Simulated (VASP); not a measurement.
# Sc (Pm-3m) in VASP: a series of runs, part 2 of 2

VASP 6.6.1.

**3. Single point, LDA (volume scaled by 0.65)**

Contents of INCAR:

```
PREC     = Accurate       # precision mode
ENCUT    = 520            # plane-wave cutoff, eV
EDIFF    = 1E-6           # SCF threshold, eV
ISMEAR   = -1             # smearing method
SIGMA    = 0.05           # smearing width, eV
LREAL    = False          # projectors in reciprocal space
LASPH    = True           # aspherical terms in the spheres
NELM     = 80             # most SCF steps
ALGO     = Normal         # electronic algorithm
ISIF     = 2              # what is computed and relaxed
LWAVE    = False          # write WAVECAR
LCHARG   = True           # write CHGCAR
LELF     = True           # ELF
LVHAR    = True         
NBANDS   = 12             # bands
```

Contents of KPOINTS:

```
Automatic mesh
0
Gamma
  15 15 15
```

Contents of POSCAR:

```
Sc
1.0
    2.4647226837      0.0000000000      0.0000000000
    0.0000000000      2.4647226837      0.0000000000
    0.0000000000      0.0000000000      2.4647226837
Sc
1
Direct
    0.0000000000      0.0000000000      0.0000000000
```

Potentials or basis: VASP PAW LDA potentials, release 64 (Sc_sv).

Launch:

```
cat potpaw_LDA.64/Sc_sv/POTCAR > POTCAR
mpirun -np 1 vasp_std > vasp.out
```

OUTCAR:

```text
PREC = Accurate
   ENCUT = 520
   EDIFF = 1E-6
   ISMEAR = -1
   LREAL = False
   LASPH = True
   NELM = 80
   ISIF = 2

 ion  position               nearest neighbor table
   1  0.000  0.000  0.000-

  LATTYP: Found a simple cubic cell.
 ALAT       =     2.4647226837

  Lattice vectors:

 A1 = (   2.4647226837,   0.0000000000,   0.0000000000)
 A2 = (   0.0000000000,   2.4647226837,   0.0000000000)
 A3 = (   0.0000000000,   0.0000000000,   2.4647226837)

Analysis of symmetry for initial positions (statically):
=====================================================================
 Subroutine PRICEL returns:
 Original cell was already a primitive cell.

 Routine SETGRP: Setting up the symmetry group for a
 simple cubic supercell.

 Subroutine GETGRP returns: Found 48 space group operations
 (whereof 48 operations were pure point group operations)
 out of a pool of 48 trial point group operations.

The static configuration has the point symmetry O_h .

Analysis of symmetry for dynamics (positions and initial velocities):
=====================================================================
 Subroutine PRICEL returns:
 Original cell was already a primitive cell.

 Routine SETGRP: Setting up the symmetry group for a
 simple cubic supercell.

 Subroutine GETGRP returns: Found 48 space group operations
 (whereof 48 operations were pure point group operations)
 out of a pool of 48 trial point group operations.

The dynamic configuration has the point symmetry O_h .

 Subroutine INISYM returns: Found 48 space group operations
 (whereof 48 operations are pure point group operations),
 and found     1 'primitive' translations

----------------------------------------------------------------------------------------

                                     Primitive cell

  volume of cell :      14.9728

  direct lattice vectors                    reciprocal lattice vectors
     2.464722684  0.000000000  0.000000000     0.405725158  0.000000000  0.000000000
[... 106 lines left out ...]
  Fermi-wavevector in a.u.,A,eV,Ry     =   1.477194  2.791493 29.689319  2.182103
  Thomas-Fermi vector in A             =   2.591628
   LORBIT       =      0    0 simple, 1 ext, 2 COOP (PROOUT), +10 PAW based schemes
   GGA     = CA    functional components
   LHFCALC =     F    Hartree Fock is set to
   AEXX    =    0.0000 exact exchange contribution
   IVDW    =     0    specifies the selected vdW correction
   LEPSILON=     F    determine dielectric tensor
   LRPA    =     F    only Hartree local field effects (RPA)
 non-spin polarized calculation
  energy-cutoff  :      520.00
  volume of cell :       14.97
 maximum number of plane-waves:       437
   NGX =  9   NGY =  9   NGZ =  9

 number of electron      10.9999995 magnetization

 Free energy of the ion-electron system (eV)
  ---------------------------------------------------
  ext. energy  EPLUGINS =         0.00000000
  ---------------------------------------------------
  free energy    TOTEN  =        -5.34307475 eV

  energy without entropy =       -5.32805310  energy(sigma->0) =       -5.33556392

 E-fermi :   7.0306     XC(G=0): -12.3351

 val. band max:        7.0303540356   @ k =   0.4667   0.4000   0.2667
 cond. band min:       7.0433312113   @ k =   0.3333   0.2000   0.0667
 fundamental gap:      0.0129771758
 Fermi energy:         7.0306232149

 k-point     1 :       0.0000    0.0000    0.0000
  band No.  band energies     occupation
      1     -41.5336      2.00000
      2     -19.1111      2.00000
      3     -19.1111      2.00000
      4     -19.1111      2.00000
      5       1.7039      2.00000
      6       5.5716      2.00000
      7       5.5716      2.00000
      8      13.6219      0.00000
      9      13.6219      0.00000
     10      13.6219      0.00000
     11      25.5431      0.00000
     12      25.5431      0.00000
[... 331 lines left out ...]
 k-point    24 :       0.3333    0.2000    0.0000
  band No.  band energies     occupation
      1     -41.0354      2.00000
      2     -20.8822      2.00000
      3     -19.7886      2.00000
      4     -18.8551      2.00000
      5       4.9634      2.00000
      6       6.8561      1.94087
      7       8.5876      0.00000
      8      11.1015      0.00000
      9      11.2910      0.00000
     10      12.7340      0.00000
     11      19.3576      0.00000
     12      24.1668      0.00000

 [... further k-points ...]
[... 5 lines left out ...]
  --------------------------------------------------------------------------------------
  -------------------------------------------------------------------------------------
  Total        3.3203968      3.3203968      3.3203968      0.0000000      0.0000000      0.0000000
  in kB      355.3009607    355.3009607    355.3009607      0.0000000      0.0000000      0.0000000
  external PRESSURE =     355.3009607 kB  Pullay stress =       0.0000000 kB

 VOLUME and BASIS-vectors are now :
 -----------------------------------------------------------------------------
  energy-cutoff  :      520.00
  volume of cell :       14.97
      direct lattice vectors                 reciprocal lattice vectors
     2.464722684  0.000000000  0.000000000     0.405725158  0.000000000  0.000000000
     0.000000000  2.464722684  0.000000000     0.000000000  0.405725158  0.000000000
     0.000000000  0.000000000  2.464722684     0.000000000  0.000000000  0.405725158

 POSITION                                       TOTAL-FORCE (eV/Angst)
 -----------------------------------------------------------------------------------
      0.00000      0.00000      0.00000         0.000000      0.000000      0.000000
 -----------------------------------------------------------------------------------
    total drift:                                0.000000      0.000000     -0.000000

  FREE ENERGIE OF THE ION-ELECTRON SYSTEM (eV)
  ---------------------------------------------------
  free  energy   TOTEN  =        -5.3430747485 eV

  energy  without entropy=       -5.3280530961  energy(sigma->0) =       -5.33556392
```

It took 8.5 s on 1 thread of AMD EPYC 9R45 (Zen 5), shared host; peak memory 0.1 GiB.

Results:

```
Free energy : -5.3431 eV
Pressure    : 35.5 GPa
```

Levels at points of the mesh, in eV from the Fermi level:
| k point | band 3 | band 4 | band 5 | band 6 | band 7 | band 8 |
| --- | --- | --- | --- | --- | --- | --- |
| (0.00, 0.00, 0.00) | -26.14 | -26.14 | -5.33 | -1.46 | -1.46 | 6.59 |

**4. Single point, LDA (volume scaled by 0.75)**

Contents of INCAR:

```
SYSTEM = Sc
PREC     = Accurate       ! precision mode
ENCUT    = 520            ! plane-wave cutoff, eV
EDIFF    = 1E-7           ! SCF threshold, eV
ISMEAR   = -1             ! smearing method
SIGMA    = 0.05           ! smearing width, eV
LREAL    = .False.        ! projectors in reciprocal space
LASPH    = .True.         ! aspherical terms in the spheres
NELM     = 100            ! most SCF steps
ALGO     = Normal         ! electronic algorithm
ISIF     = 2              ! what is computed and relaxed
LWAVE    = .False.        ! write WAVECAR
LCHARG   = .True.         ! write CHGCAR
LELF     = .True.         ! ELF
LVHAR    = .True.       
NBANDS   = 12             ! bands
```

Contents of KPOINTS:

```
Automatic mesh
0
Gamma
  15 15 15
  0 0 0
```

Contents of POSCAR:

```
Sc
1.0
    2.5851397822      0.0000000000      0.0000000000
    0.0000000000      2.5851397822      0.0000000000
    0.0000000000      0.0000000000      2.5851397822
Sc
1
Direct
    0.0000000000      0.0000000000      0.0000000000
```

Launch:

```
cat potpaw_LDA.64/Sc_sv/POTCAR > POTCAR
mpirun -np 1 vasp_std > vasp.out
```

It took 11 s on 1 thread of AMD EPYC 9R45 (Zen 5), shared host; peak memory 0.1 GiB.

It converged, with:

```
Free energy : -5.7219 eV
Pressure    : 18.6 GPa
```

Levels at points of the mesh, in eV from the Fermi level:
| k point | band 2 | band 3 | band 4 | band 5 | band 6 | band 7 | band 8 | band 9 |
| --- | --- | --- | --- | --- | --- | --- | --- | --- |
| (0.00, 0.00, 0.00) | -26.59 | -26.59 | -26.59 | -5.42 | -1.14 | -1.14 | 5.75 | 5.75 |

**5. Single point, LDA (volume scaled by 0.75)**

Contents of INCAR:

```
ALGO     = Normal         # electronic algorithm
EDIFF    = 1E-7           # SCF threshold, eV
ENCUT    = 520            # plane-wave cutoff, eV
ISIF     = 2              # what is computed and relaxed
ISMEAR   = -1             # smearing method
LASPH    = True           # aspherical terms in the spheres
LCHARG   = False          # write CHGCAR
LREAL    = False          # projectors in reciprocal space
LWAVE    = False          # write WAVECAR
NBANDS   = 12             # bands
NELM     = 100            # most SCF steps
PREC     = Accurate       # precision mode
SIGMA    = 0.05           # smearing width, eV
```

Contents of KPOINTS:

```
k-points
0
Gamma
  15 15 15
```

POSCAR is that of step 4.

Launch:

```
cat potpaw_LDA.64/Sc_sv/POTCAR > POTCAR
mpirun -np 1 vasp_std > vasp.out
```

Wall time 10 s (1 thread of AMD EPYC 9R45 (Zen 5), shared host); peak memory 0.1 GiB.

The run converged. Its results:

* Free energy: -5.7219 eV
* Pressure: 18.6 GPa

Levels at points of the mesh, in eV from the Fermi level:
```
           k point  band 2  band 3  band 4  band 5  band 6  band 7  band 8  band 9
(0.00, 0.00, 0.00)  -26.59  -26.59  -26.59   -5.42   -1.14   -1.14    5.75    5.75
```
